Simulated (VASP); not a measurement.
Write the native input for VASP 6.6.1 that does the following.

| Property | Result |
| --- | --- |
| Task | single point |
| Functional | PBE |
| Potentials or basis | VASP PAW PBE potentials, release 64 (Si, O) |
| Cutoff | 520 eV |
| k mesh | 6 × 6 × 10 |
| Occupations | gaussian, width 0.05 eV |
| Spin | no spin polarisation |
| Dipole correction | no |
| Further INCAR settings | ALGO = Normal; EDIFF = 1e-06; NBANDS = 25 |

The structure of SiO2 lies in POSCAR:

```
SiO2
1.0
    4.1224355330      0.0000000000      0.0000000000
    0.0000000000      4.1224355330      0.0000000000
    0.0000000000      0.0000000000      2.9533128158
Si O
2 4
Direct
    0.5000000000      0.5000000000      0.5000000000
    0.0000000000      0.0000000000      0.0000000000
    0.6930127928      0.6930127928      0.0000000000
    0.1930127928      0.8069872072      0.5000000000
    0.3069872072      0.3069872072      0.0000000000
    0.8069872072      0.1930127928      0.5000000000
```

These files were run (other wordings do the same):

INCAR

```
  ALGO = Normal
  EDIFF = 1E-6
  ENCUT = 520
  GGA = PE
  ISIF = 2
  ISMEAR = 0
  LASPH = T
  LCHARG = F
  LREAL = F
  LWAVE = F
  NBANDS = 25
  NELM = 80
  PREC = Accurate
  SIGMA = 0.05
```

KPOINTS

```
k-points
0
Gamma
  6 6 10
```

Potentials or basis: VASP PAW PBE potentials, release 64 (Si, O).

Run with:

```console
$ cat potpaw_PBE.64/Si/POTCAR potpaw_PBE.64/O/POTCAR > POTCAR
$ mpirun -np 1 vasp_std > vasp.out
```

It gave:

```
Pressure               : -13.1 GPa
Largest force          : 0.686 eV/Å
Band gap on the k mesh : 3.87 eV
```

Caveat: the stress differs along the axes, from -42 to 1 GPa.

Run time: 27 s on 1 thread of AMD EPYC 9R45 96-Core Processor (Zen 5) (shared host), peak memory 0.16 GiB.
